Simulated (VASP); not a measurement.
ZnSe (Stilleite): single point with r2SCAN+D3(BJ)+U

ZnSe (Stilleite):

```xyz
2
Lattice="0.0000 2.8338 2.8338 2.8338 0.0000 2.8338 2.8338 2.8338 0.0000" Properties=species:S:1:pos:R:3 pbc="T T T"
Zn    0.0000    0.0000    0.0000
Se    1.4169    1.4169    1.4169
```

```json
{
 "Program": "VASP 6.6.1",
 "Task": "single point",
 "Functional": "r2SCAN",
 "Dispersion": "D3(BJ)",
 "Potentials or basis": "VASP PAW PBE potentials, release 64 (Zn, Se)",
 "Cutoff": "520 eV",
 "k mesh": "4 × 4 × 4",
 "Occupations": "gaussian, width 0.01 eV",
 "Spin": "no spin polarisation",
 "Hubbard terms": "Zn d U = 3.5 eV"
}
```

The pressure is -1.5 GPa, the band gap on the k mesh is 2.07 eV, direct and the dispersion energy per atom is -0.153 eV.

Levels at points of the mesh, in eV from the valence-band top:
| k point | band 5 | band 6 | band 7 | band 8 | band 9 | band 10 | band 11 | band 12 | band 13 | band 14 |
| --- | --- | --- | --- | --- | --- | --- | --- | --- | --- | --- |
| (0.00, 0.00, 0.00) | -7.57 | -7.57 | 0.00 | 0.00 | 0.00 | 2.07 | 6.51 | 6.51 | 6.51 | 10.75 |
| (0.50, 0.00, 0.00) | -7.56 | -7.41 | -5.12 | -0.82 | -0.82 | 3.23 | 6.97 | 6.97 | 9.15 | 11.86 |
| (0.50, 0.50, 0.00) | -7.53 | -7.35 | -4.76 | -2.10 | -2.10 | 3.41 | 3.97 | 11.66 | 12.22 | 12.22 |

Eigenvalues of the final occupation matrices:
```csv
site,spin,trace,eigenvalues
site 1 d,1,4.94,0.98 0.98 0.99 0.99 0.99
site 1 d,2,4.94,0.98 0.98 0.99 0.99 0.99
```

It took 29 s on 1 thread of Intel(R) Xeon(R) Platinum 8488C (Sapphire Rapids), with other jobs on the host, peak memory 0.17 GiB.

Caveat: the k points lie up to 0.48 Å⁻¹ apart; three body term missing; the PAW data sets were made with another functional, which shifts forces and pressure a little.
